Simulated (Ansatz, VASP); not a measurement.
# Two plane-wave programs on HgS

```
Hg S
1.0
     0.00000    3.05843    3.05843
     3.05843    0.00000    3.05843
     3.05843    3.05843    0.00000
Hg S
1 1
Direct
  0.00000 0.00000 0.00000
  0.75000 0.75000 0.75000
```

Alike in both runs: task single point; functional RPBE; k mesh 8 × 8 × 8; occupations gaussian, width 0.05 eV; no spin polarisation.

|  | VASP | Ansatz |
| --- | --- | --- |
| version | VASP 6.6.1 | Ansatz 0.2.0 |
| potentials or method | VASP PAW PBE potentials, release 64 (Hg, S), cutoff 500 eV | scalar-relativistic, plane waves, PAW |
| valence electrons in the cell | 18 | 26 |

VASP gave:

```
gap on the k mesh at the Fermi level (eV) : none
pressure (GPa)                            : -0.6
```

Question: Which values does Ansatz return?

Answer: gap on the k mesh at the Fermi level (eV): none; pressure (GPa): -0.8.

VASP's potentials were made for PBE, not for RPBE. A gap of «none» marks a metal or a gap that the smearing closes. With one functional, cell and mesh, what is left measures potentials, basis and numerics. VASP's potentials hold 18 valence electrons a cell and Ansatz's 26, so a difference there can come from the potentials and not from the codes.

Spin-orbit coupling is off throughout.
